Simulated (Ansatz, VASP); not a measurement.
## One calculation of BN, two programs

```xyz
2
Lattice="0.0000 1.8790 1.8790 1.8790 0.0000 1.8790 1.8790 1.8790 0.0000" Properties=species:S:1:pos:R:3 pbc="T T T"
B     0.0000    0.0000    0.0000
N     0.9395    0.9395    0.9395
```

Change from the starting cell: hydrostatic strain +4.1%.

Alike in both runs: task single point; functional r2SCAN; k mesh 12 × 12 × 12; no spin polarisation.

```csv
,VASP,Ansatz
version,VASP 6.6.1,Ansatz 0.2.0
potentials or method,"VASP PAW PBE potentials, release 64 (B, N)","plane waves, PAW"
plane-wave cutoff (eV),520,500
occupations,"gaussian, width 0.01 eV",fixed
valence electrons in the cell,8,8
```

Ansatz gave:

* gap on the k mesh at the Fermi level (eV): 4.83
* pressure (GPa): -37.9

Task: Estimate VASP's values.

Result: gap on the k mesh at the Fermi level (eV): 4.82; pressure (GPa): -37.2.

VASP's potentials were made for PBE, not for r2SCAN. Both programs put the cell under strong tension, so it lies far from rest at this level.

Noted on VASP's run: the cell as given lies far from equilibrium.
